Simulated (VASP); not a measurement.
The system is Ge3W2.

```xyz
5
Lattice="4.3417 0.0000 0.0000 0.0000 4.3417 0.0000 0.0000 0.0000 5.0162" Properties=species:S:1:pos:R:3 pbc="T T T"
Ge    0.0000    0.0000    4.0583
Ge    0.0000    0.0000    0.9579
Ge    2.1709    2.1709    2.5081
W     0.0000    2.1709    1.2463
W     2.1709    0.0000    3.7699
```

The cell was built from a structure type or drawn by symmetry, and may not be a known phase.

* Program: VASP 6.6.1
* Task: relaxation of cell and atoms
* Functional: PBE
* Potentials or basis: VASP PAW PBE potentials, release 64 (Ge_d, W_sv)
* Cutoff: 600 eV
* k mesh: 4 × 4 × 4
* Occupations: gaussian, width 0.1 eV
* Spin: no spin polarisation

At the start: pressure 42.0 GPa; volume 18.91 Å³/atom.

Question: How do energy, volume and symmetry change on relaxing?

Answer: Over 36 steps the energy falls by 1513.0 meV/atom and the volume is 23.87 Å³/atom (+26.2 %); space group P-4m2 (No. 115, to 0.1 Å) before, P4/mmm (No. 123, to 0.1 Å).

Step by step:
```tsv
step	energy change (eV)	largest force (eV/Å)	pressure (GPa)	volume (Å³)
1	0.0000	10.7201	41.98	94.56
2	-0.2668	1.0107	-12.81	179.87
3	-3.9951	0.5690	-2.31	124.81
4	-4.0298	0.5091	-1.03	122.82
5	-4.0485	0.3997	0.81	120.16
6	-4.1621	0.6716	-2.77	122.53
7	-4.1621	0.6744	-2.81	122.56
8	-4.2524	0.7910	-0.83	118.28
9	-4.2592	0.8337	-0.06	116.81
10	-4.3483	1.1240	1.83	114.97
11	-4.5615	1.9616	8.64	109.56
12	-3.9639	4.8083	29.28	99.25
13	-4.5774	2.0487	11.10	107.89
14	-4.5791	2.0643	12.89	106.83
15	-4.5854	2.0802	13.05	106.77
16	-4.6037	2.1654	13.37	106.58
17	-4.6374	2.3377	14.12	106.21
18	-4.6907	2.6888	15.67	105.46
19	-4.7461	3.3923	18.85	103.98
20	-4.8854	3.3992	18.12	104.45
21	-5.2824	3.3258	16.00	105.87
22	-6.0252	2.9904	11.83	108.74
23	-7.0441	2.2368	4.47	114.63
24	-6.8710	1.4586	-5.38	127.05
25	-7.2595	2.0011	-0.51	119.98
26	-7.2604	2.0194	-0.28	119.65
27	-7.3459	1.6845	-0.22	119.63
28	-7.5120	0.8320	0.06	119.57
29	-7.5036	0.5046	1.36	119.29
30	-7.5603	0.1195	0.55	119.45
31	-7.5606	0.1616	0.50	119.46
32	-7.5632	0.0861	-0.07	119.91
33	-7.5634	0.0604	-0.23	120.06
34	-7.5634	0.0556	-0.26	120.09
35	-7.5640	0.0390	-0.33	119.91
36	-7.5648	0.0161	0.05	119.36
```

Final structure:
```cif
data_structure
_symmetry_space_group_name_H-M 'P 1'
_symmetry_Int_Tables_number 1
_cell_length_a 4.7299
_cell_length_b 4.7299
_cell_length_c 5.3354
_cell_angle_alpha 90.000
_cell_angle_beta 90.000
_cell_angle_gamma 90.000
_cell_volume 119.36
loop_
_atom_site_label
_atom_site_type_symbol
_atom_site_fract_x
_atom_site_fract_y
_atom_site_fract_z
_atom_site_occupancy
Ge1 Ge 0.00000 0.00000 0.76363 1
Ge2 Ge 0.00000 0.00000 0.23637 1
Ge3 Ge 0.50000 0.50000 0.50000 1
W1 W 0.00000 0.50000 0.50092 1
W2 W 0.50000 0.00000 0.49908 1
```

Caveat: the k points lie up to 0.33 Å⁻¹ apart in the final cell, too coarse for converged energies and pressures of a metal; the volume moved by over 15 % at a fixed basis, so the end points are rough.
